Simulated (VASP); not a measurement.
# V (I4/mmm) in VASP: a series of runs

V is run at these levels: PBEsol; tasks: single point.

All numbers are computed with VASP 6.6.1; they aren't measurements. Logs are shortened: lines on timing, memory, paths and dates and some standing lists are left out, and cuts for length are marked.

## 1. The cell of the first run

The structure is tetragonal, space group I4/mmm (No. 139). The conventional cell has a = 3.071 Å, b = 3.071 Å, c = 2.981 Å, α = 90.00°, β = 90.00°, γ = 90.00°. V (site symmetry 4/mmm) has 14 V at 2.63 to 3.07 Å within 3.5 Å.

## 2. Single point, PBEsol (strain +0.015 along x and y, -0.015 along z)

File INCAR:

```
SYSTEM = V
ALGO = Fast ; EDIFF = 1E-6
ENCUT = 520 ; GGA = PS
ISIF = 2 ; ISMEAR = 0
LASPH = .True. ; LCHARG = .False.
LREAL = .False. ; LWAVE = .False.
NBANDS = 12 ; NELM = 100
PREC = Accurate ; SIGMA = 0.15
```

File KPOINTS:

```
k-points
0
Gamma
  22 22 22
  0 0 0
```

File POSCAR:

```
V
1.0
   -1.5356950000      1.5356950000      1.4903050000
    1.5356950000     -1.5356950000      1.4903050000
    1.5356950000      1.5356950000     -1.4903050000
V
1
Direct
    0.0000000000      0.0000000000      0.0000000000
```

Potentials or basis: VASP PAW PBE potentials, release 64 (V_sv).

The run is started by

```bash
$ cat potpaw_PBE.64/V_sv/POTCAR > POTCAR
$ mpirun -np 1 vasp_std > vasp.out
```

OUTCAR:

```text
SYSTEM = V
   EDIFF = 1E-6
   ENCUT = 520
   GGA = PS
   ISIF = 2
   ISMEAR = 0
   LASPH = .True.
   LREAL = .False.
   NELM = 100
   PREC = Accurate

 ion  position               nearest neighbor table
   1  0.000  0.000  0.000-

  LATTYP: Found a body centered tetragonal cell.
 ALAT       =     3.0713900000
 C/A-ratio  =     0.9704433498

  Lattice vectors:

 A1 = (  -1.5356950000,   1.5356950000,   1.4903050000)
 A2 = (   1.5356950000,  -1.5356950000,   1.4903050000)
 A3 = (   1.5356950000,   1.5356950000,  -1.4903050000)

Analysis of symmetry for initial positions (statically):
=====================================================================
 Subroutine PRICEL returns:
 Original cell was already a primitive cell.

 Routine SETGRP: Setting up the symmetry group for a
 body centered tetragonal supercell.

 Subroutine GETGRP returns: Found 16 space group operations
 (whereof 16 operations were pure point group operations)
 out of a pool of 16 trial point group operations.

The static configuration has the point symmetry D_4h.

Analysis of symmetry for dynamics (positions and initial velocities):
=====================================================================
 Subroutine PRICEL returns:
 Original cell was already a primitive cell.

 Routine SETGRP: Setting up the symmetry group for a
 body centered tetragonal supercell.

 Subroutine GETGRP returns: Found 16 space group operations
 (whereof 16 operations were pure point group operations)
 out of a pool of 16 trial point group operations.

The dynamic configuration has the point symmetry D_4h.

 Subroutine INISYM returns: Found 16 space group operations
 (whereof 16 operations are pure point group operations),
 and found     1 'primitive' translations

----------------------------------------------------------------------------------------

                                     Primitive cell

  volume of cell :      14.0587

  direct lattice vectors                    reciprocal lattice vectors
    -1.535695000  1.535695000  1.490305000     0.000000000  0.325585484  0.335501793
     1.535695000 -1.535695000  1.490305000     0.325585484  0.000000000  0.335501793
     1.535695000  1.535695000 -1.490305000     0.325585484  0.325585484  0.000000000

  length of vectors
     2.633956579  2.633956579  2.633956579     0.467511883  0.467511883  0.460447407

  position of ions in fractional coordinates (direct lattice)
     0.000000000  0.000000000  0.000000000

  ion indices of the primitive-cell ions
   primitive index   ion index
                 1           1

----------------------------------------------------------------------------------------

 KPOINTS: k-points

Automatic generation of k-mesh.
 Grid dimensions read from file:
 generate k-points for:   22   22   22

 Generating k-lattice:

  Cartesian coordinates                     Fractional coordinates (reciprocal lattice)
     0.000000000  0.014799340  0.015250082     0.045454545  0.000000000 -0.000000000
     0.014799340  0.000000000  0.015250082     0.000000000  0.045454545 -0.000000000
     0.014799340  0.014799340  0.000000000     0.000000000  0.000000000  0.045454545

  Length of vectors
     0.021250540  0.021250540  0.020929428

  Shift w.r.t. Gamma in fractional coordinates (k-lattice)
     0.000000000  0.000000000  0.000000000

 Subroutine IBZKPT returns following result:
 ===========================================

 Found    834 irreducible k-points:

 Following reciprocal coordinates:
            Coordinates               Weight
  0.000000  0.000000  0.000000      1.000000
  0.045455  0.000000 -0.000000      8.000000
  0.090909  0.000000 -0.000000      8.000000
  0.136364  0.000000  0.000000      8.000000
  0.181818  0.000000  0.000000      8.000000
  0.227273  0.000000 -0.000000      8.000000
[... 16 lines left out ...]
  0.500000  0.045455  0.000000     16.000000
 -0.454545  0.045455  0.000000     16.000000
 [... further k-points ...]
   k-points           NKPTS =    834   k-points in BZ     NKDIM =    834   number of bands    NBANDS=     12
   number of dos      NEDOS =    301   number of ions     NIONS =      1
   total plane-waves  NPLWV =   8000
   dimension x,y,z NGX =    20 NGY =   20 NGZ =   20
   dimension x,y,z NGXF=    40 NGYF=   40 NGZF=   40
   ions per type =               1
   NGX,Y,Z   is equivalent  to a cutoff of  12.62, 12.62, 12.62 a.u.
   NGXF,Y,Z  is equivalent  to a cutoff of  25.25, 25.25, 25.25 a.u.
 SYSTEM =  V
   PREC   = accura    normal or accurate (medium, high low for compatibility)
   ISTART =      0    job   : 0-new  1-cont  2-samecut
   ICHARG =      2    charge: 1-file 2-atom 10-const
   ISPIN  =      1    spin polarized calculation?
   LNONCOLLINEAR =      F non collinear calculations
   LSORBIT =      F    spin-orbit coupling
   LASPH  =      T    aspherical Exc in radial PAW
   ENCUT  =  520.0 eV  38.22 Ry    6.18 a.u.   4.90  4.90  4.90*2*pi/ulx,y,z
   NELM   =    100;   NELMIN=  2; NELMDL= -5     # of ELM steps
   EDIFF  = 0.1E-05   stopping-criterion for ELM
   LREAL  =      F    real-space projection
   EDIFFG = 0.1E-04   stopping-criterion for IOM
   NSW    =      0    number of steps for IOM
   IBRION =     -1    ionic relax: 0-MD 1-quasi-New 2-CG
   NFREE  =      0    steps in history (QN), initial steepest desc. (CG)
   ISIF   =      2    stress and relaxation
   ISYM   =      2    0-nonsym 1-usesym 2-fastsym
   POTIM  = 0.5000    time-step for ionic-motion
   TEBEG  =    0.0;   TEEND  =   0.0 temperature during run
   PSTRESS=    0.0 pullay stress
   NELECT =      13.0000    total number of electrons
   NUPDOWN=      -1.0000    fix difference up-down
   EMIN   =  10.00;   EMAX   =-10.00  energy-range for DOS
   EFERMI =   0.00;   METHOD = LEGACY
   ISMEAR =     0;   SIGMA  =   0.15  broadening in eV -4-tet -1-fermi 0-gaus
   EFERMI_NEDOS =   21; number of points for ismear=-14 and -15
   IALGO  =     68    algorithm
   IMIX   =      4    mixing-type and parameters
     AMIX     =   0.40;   BMIX     =  1.00
     AMIX_MAG =   1.60;   BMIX_MAG =  1.00
  volume/ion in A,a.u.               =      14.06        94.87
  Fermi-wavevector in a.u.,A,eV,Ry     =   1.594927  3.013976 34.610410  2.543793
  Thomas-Fermi vector in A             =   2.692926
   LORBIT       =      0    0 simple, 1 ext, 2 COOP (PROOUT), +10 PAW based schemes
   GGA     = PS    functional components
   LHFCALC =     F    Hartree Fock is set to
   AEXX    =    0.0000 exact exchange contribution
   IVDW    =     0    specifies the selected vdW correction
   LEPSILON=     F    determine dielectric tensor
   LRPA    =     F    only Hartree local field effects (RPA)
 non-spin polarized calculation
 RMM-DIIS sequential band-by-band and
 Gauss-broadening in eV      SIGMA  =   0.15
  energy-cutoff  :      520.00
  volume of cell :       14.06
 maximum number of plane-waves:       394
   NGX =  9   NGY =  9   NGZ =  9

 number of electron      12.9999998 magnetization

 Free energy of the ion-electron system (eV)
  ---------------------------------------------------
  ext. energy  EPLUGINS =         0.00000000
  ---------------------------------------------------
  free energy    TOTEN  =        -9.59194325 eV

  energy without entropy =       -9.57029525  energy(sigma->0) =       -9.58111925

 E-fermi :   9.0478     XC(G=0): -12.8243

 val. band max:        9.0476486704   @ k =  -0.0455  -0.3182   0.0455
 cond. band min:       9.0479337704   @ k =  -0.1818  -0.1818   0.0909
 fundamental gap:      0.0002851000
 Fermi energy:         9.0477524998

 k-point     1 :       0.0000    0.0000    0.0000
  band No.  band energies     occupation
      1     -54.4880      2.00000
      2     -27.9541      2.00000
      3     -27.9540      2.00000
      4     -27.9540      2.00000
      5       2.5400      2.00000
      6       9.2949      0.01981
      7       9.5245      0.00001
      8       9.5245      0.00001
      9      11.2014      0.00000
     10      11.4646      0.00000
     11      28.9934      0.00000
     12      28.9934      0.00000

 k-point     2 :       0.0455    0.0000   -0.0000
  band No.  band energies     occupation
      1     -54.4846      2.00000
      2     -27.9709      2.00000
      3     -27.9593      2.00000
      4     -27.9544      2.00000
      5       2.6216      2.00000
      6       9.2995      0.01762
      7       9.5162      0.00001
      8       9.5416      0.00000
      9      11.1960      0.00000
     10      11.4349      0.00000
     11      28.9191      0.00000
     12      29.0600      0.00000

 k-point     3 :       0.0909    0.0000   -0.0000
  band No.  band energies     occupation
      1     -54.4746      2.00000
      2     -28.0196      2.00000
      3     -27.9747      2.00000
      4     -27.9551      2.00000
      5       2.8625      2.00000
      6       9.2454      0.06236
      7       9.4834      0.00004
      8       9.6627      0.00000
      9      11.1705      0.00000
     10      11.3743      0.00000
     11      28.5762      0.00000
     12      29.2436      0.00000
[... 286 lines left out ...]
 k-point    23 :       0.5000    0.0455    0.0000
  band No.  band energies     occupation
      1     -54.3164      2.00000
      2     -28.7386      2.00000
      3     -28.2132      2.00000
      4     -27.9734      2.00000
      5       6.0388      2.00000
      6       7.9159      2.00000
      7      10.3700      0.00000
      8      11.3674      0.00000
      9      11.8447      0.00000
     10      13.0705      0.00000
     11      18.8621      0.00000
     12      24.4430      0.00000

 k-point    24 :      -0.4545    0.0455    0.0000
  band No.  band energies     occupation
      1     -54.3234      2.00000
      2     -28.7083      2.00000
      3     -28.2028      2.00000
      4     -27.9726      2.00000
      5       6.0192      2.00000
      6       7.9694      2.00000
      7      10.0288      0.00000
      8      11.3647      0.00000
      9      11.7691      0.00000
     10      12.8675      0.00000
     11      19.4904      0.00000
     12      24.6430      0.00000

 [... further k-points ...]

------------------------ aborting loop because EDIFF is reached ----------------------------------------

  FORCE on cell =-STRESS in cart. coord.  units (eV):
  Direction    XX          YY          ZZ          XY          YZ          ZX
  --------------------------------------------------------------------------------------
  -------------------------------------------------------------------------------------
  Total       -1.2818955     -1.2818955     -0.9970693      0.0000000     -0.0000000      0.0000000
  in kB     -146.0892034   -146.0892034   -113.6294352      0.0000000     -0.0000000      0.0000000
  external PRESSURE =    -135.2692806 kB  Pullay stress =       0.0000000 kB

 VOLUME and BASIS-vectors are now :
 -----------------------------------------------------------------------------
  energy-cutoff  :      520.00
  volume of cell :       14.06
      direct lattice vectors                 reciprocal lattice vectors
    -1.535695000  1.535695000  1.490305000     0.000000000  0.325585484  0.335501793
     1.535695000 -1.535695000  1.490305000     0.325585484  0.000000000  0.335501793
     1.535695000  1.535695000 -1.490305000     0.325585484  0.325585484  0.000000000

 POSITION                                       TOTAL-FORCE (eV/Angst)
 -----------------------------------------------------------------------------------
      0.00000      0.00000      0.00000        -0.000000     -0.000000     -0.000000
 -----------------------------------------------------------------------------------
    total drift:                                0.000000     -0.000000      0.000000

  FREE ENERGIE OF THE ION-ELECTRON SYSTEM (eV)
  ---------------------------------------------------
  free  energy   TOTEN  =        -9.5919432543 eV

  energy  without entropy=       -9.5702952485  energy(sigma->0) =       -9.58111925
```

Wall time 2.5 min (1 thread of Intel Xeon 8259CL, shared host); peak memory 0.24 GiB.

Results:

```yaml
Free_energy: -9.5919 eV
Pressure: -13.5 GPa
Band_gap_on_the_k_mesh: zero (an odd number of electrons rules out a gap without spin polarisation)
```

Caveat: the cell differs from its parent crystal (strain +0.015 along x and y, -0.015 along z); the cell stands under tension; the PAW data sets were made with another functional, which shifts forces and pressure a little.

## 3. Single point, PBEsol (strain +0.000 along x and y, +0.030 along z)

File INCAR:

```
SYSTEM = V
PREC     = Accurate       ! precision mode
ENCUT    = 520            ! plane-wave cutoff, eV
EDIFF    = 1E-6           ! SCF threshold, eV
ISMEAR   = 0              ! smearing method
SIGMA    = 0.15           ! smearing width, eV
LREAL    = .False.        ! projectors in reciprocal space
LASPH    = .True.         ! aspherical terms in the spheres
NELM     = 60             ! most SCF steps
ALGO     = Fast           ! electronic algorithm
ISIF     = 2              ! what is computed and relaxed
LWAVE    = .False.        ! write WAVECAR
LCHARG   = .False.        ! write CHGCAR
GGA      = PS             ! functional
NBANDS   = 12             ! bands
```

File KPOINTS:

```
Automatic mesh
0
Gamma
  22 22 22
  0 0 0
```

File POSCAR:

```
V
1.0
   -1.5130000000      1.5130000000      1.5583900000
    1.5130000000     -1.5130000000      1.5583900000
    1.5130000000      1.5130000000     -1.5583900000
V
1
Direct
    0.0000000000      0.0000000000      0.0000000000
```

Potentials or basis: VASP PAW PBE potentials, release 64 (V_sv).

The run is started by

```bash
$ cat potpaw_PBE.64/V_sv/POTCAR > POTCAR
$ mpirun -np 1 vasp_std > vasp.out
```

Run time: 2.7 min. Hardware: 1 thread of Intel Xeon 8259CL, shared host; peak memory 0.24 GiB.

It converged, with:

* Free energy: -9.5729 eV
* Pressure: -15.6 GPa
* Band gap on the k mesh: zero (an odd number of electrons rules out a gap without spin polarisation)

Stress tensor (GPa, compression positive):
```
-14.53   0.00   0.00
  0.00 -14.53   0.00
  0.00   0.00 -17.67
```

Levels at points of the mesh, in eV from the Fermi level:
| k point | band 4 | band 5 | band 6 | band 7 | band 8 | band 9 | band 10 | band 11 |
| --- | --- | --- | --- | --- | --- | --- | --- | --- |
| (0.00, 0.00, 0.00) | -37.04 | -6.47 | 0.33 | 0.33 | 0.54 | 2.13 | 2.37 | 19.65 |
| (0.50, 0.00, 0.00) | -37.04 | -3.00 | -0.94 | 1.38 | 2.12 | 2.58 | 3.81 | 9.39 |
| (0.50, 0.50, 0.00) | -37.06 | -3.01 | -1.21 | 1.61 | 2.40 | 2.65 | 3.85 | 9.64 |
| (0.50, 0.50, 0.50) | -37.55 | -2.80 | -2.72 | 3.43 | 3.49 | 3.49 | 9.02 | 9.96 |

Caveat: the cell differs from its parent crystal (strain +0.000 along x and y, +0.030 along z); the cell stands under tension; the PAW data sets were made with another functional, which shifts forces and pressure a little.

## 4. Single point, PBEsol (strain +0.030 along x and y, -0.030 along z)

File INCAR:

```
PREC = Accurate
ENCUT = 520
EDIFF = 1E-6
ISMEAR = 0
SIGMA = 0.15
LREAL = False
LASPH = True
NELM = 60
ALGO = Fast
ISIF = 2
LWAVE = False
LCHARG = True
GGA = PS
LELF = True
LVHAR = True
NBANDS = 12
```

File KPOINTS:

```
regular mesh
0
Gamma
  22 22 22
```

File POSCAR:

```
V
1.0
   -1.5583900000      1.5583900000      1.4676100000
    1.5583900000     -1.5583900000      1.4676100000
    1.5583900000      1.5583900000     -1.4676100000
V
1
Direct
    0.0000000000      0.0000000000      0.0000000000
```

The run is started by

```bash
$ cat potpaw_PBE.64/V_sv/POTCAR > POTCAR
$ mpirun -np 1 vasp_std > vasp.out
```

It took 2.6 min on 1 thread of Intel Xeon 8259CL, shared host; peak memory 0.24 GiB.

The run converged. Its results:

* Free energy: -9.5661 eV
* Pressure: -15.3 GPa
* Band gap on the k mesh: zero (an odd number of electrons rules out a gap without spin polarisation)

Stress tensor (GPa, compression positive):
```
-17.20   0.00   0.00
  0.00 -17.20   0.00
  0.00   0.00 -11.52
```

Levels at points of the mesh, in eV from the Fermi level:
```tsv
k point	band 3	band 4	band 5	band 6	band 7	band 8	band 9	band 10	band 11	band 12
(0.00, 0.00, 0.00)	-37.04	-37.04	-6.48	0.10	0.56	0.56	1.96	2.49	19.63	19.63
(0.50, 0.00, 0.00)	-37.29	-37.07	-3.02	-1.21	1.62	2.26	2.79	3.83	9.66	15.21
(0.50, 0.50, 0.00)	-37.26	-37.03	-3.00	-0.66	1.14	1.89	2.43	3.77	9.14	16.01
(0.50, 0.50, 0.50)	-37.59	-37.51	-2.85	-2.69	3.43	3.43	3.55	9.01	9.01	10.97
```

Caveat: the cell differs from its parent crystal (strain +0.030 along x and y, -0.030 along z); the stress differs along the axes, from -17 to -12 GPa; the PAW data sets were made with another functional, which shifts forces and pressure a little.

## 5. Overview

| cell | gap on the mesh (eV) | pressure (GPa) |
| --- | --- | --- |
| a = 2.634 Å, angles 108.7, 108.7, 111.1°, 1 atom | none | -13.5 |
| a = 2.647 Å, angles 110.3, 110.3, 107.9°, 1 atom | none | -15.6 |
| a = 2.648 Å, angles 107.9, 107.9, 112.7°, 1 atom | none | -15.3 |

Alike in all rows: task single point; level PBEsol; potentials or basis VASP PAW PBE potentials, release 64 (V_sv); no spin polarisation; k mesh 22 × 22 × 22; cutoff (eV) 520; smearing gaussian 0.15 eV.

Caveats: the PAW data sets were made with another functional, which shifts forces and pressure a little; the cell stands under tension (at least some runs); the stress differs along the axes, from -17 to -12 GPa (at least some runs).

Absolute energies hang on the potentials; compare differences alone.
